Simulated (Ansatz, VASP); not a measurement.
## NaSrI3: VASP beside Ansatz

File INCAR:

```
PREC = Accurate ; ENCUT = 520
EDIFF = 1E-7 ; ISMEAR = -1
SIGMA = 0.02 ; LREAL = False
LASPH = True ; NELM = 60
ALGO = Normal ; ISIF = 2
LWAVE = False ; LCHARG = True
GGA = PE ; LELF = True
LVHAR = True ; NBANDS = 27
```

KPOINTS

```
regular mesh
0
Gamma
  4 4 4
```

The input POSCAR:

```
NaSrI3
1.0
    6.6535963080      0.0000000000      0.0000000000
    0.0000000000      6.3976887577      0.0000000000
    0.0000000000      0.0000000000      6.3976887577
Na Sr I
1 1 3
Direct
    0.0000000000      0.0000000000      0.0000000000
    0.5000000000      0.5000000000      0.5000000000
    0.5000000000      0.5000000000      0.0000000000
    0.5000000000      0.0000000000      0.5000000000
    0.0000000000      0.5000000000      0.5000000000
```

Input for Ansatz:

```yaml
crystal:
  lattice:
    - [6.653596308, 0.0, 0.0]
    - [0.0, 6.3976887577, 0.0]
    - [0.0, 0.0, 6.3976887577]
  atoms:
    - { symbol: Na, position: [0.0, 0.0, 0.0] }
    - { symbol: Sr, position: [0.5, 0.5, 0.5] }
    - { symbol: I, position: [0.5, 0.5, 0.0] }
    - { symbol: I, position: [0.5, 0.0, 0.5] }
    - { symbol: I, position: [0.0, 0.5, 0.5] }
kpoints:
  mp_grid: { grid: [4, 4, 4] }
  band_path:
    path: [[0.0, 0.0, 0.0], [0.0, 0.5, 0.0], [0.5, 0.5, 0.0], [0.5, 0.5, 0.5]]
    npoints: 1
hamiltonian:
  xc: pbe
scf:
  occupations: { method: fermi_dirac, width: 0.02 }
  n_extra_bands: 5
output:
  forces: true
  stress: true
  eigenvalues: true
  write_density: true
  write_potential: true
  elf: true
  volumetric_format: npy
```

Change from the starting cell: uniaxial_x strain +4.0%.

Alike in both runs: task single point; functional PBE; k mesh 4 × 4 × 4; occupations fermi-dirac, width 0.02 eV; no spin polarisation.

```csv
,VASP,Ansatz
version,VASP 6.6.1,Ansatz 0.2.0
potentials or method,"VASP PAW PBE potentials, release 64 (Na_pv, Sr_sv, I)","plane waves, PAW"
plane-wave cutoff (eV),520,420
valence electrons in the cell,38,70
```

```csv
,VASP,Ansatz,Ansatz less VASP
gap on the k mesh at the Fermi level (eV),2.34,2.34,+0.002
pressure (GPa),-0.3,-0.3,-0.03
"traceless stress, the component that is largest in VASP (GPa)",-0.58,-0.57,+0.009
```

VASP's potentials hold 38 valence electrons a cell and Ansatz's 70, so a difference there can come from the potentials and not from the codes.

Spin-orbit coupling is off throughout.
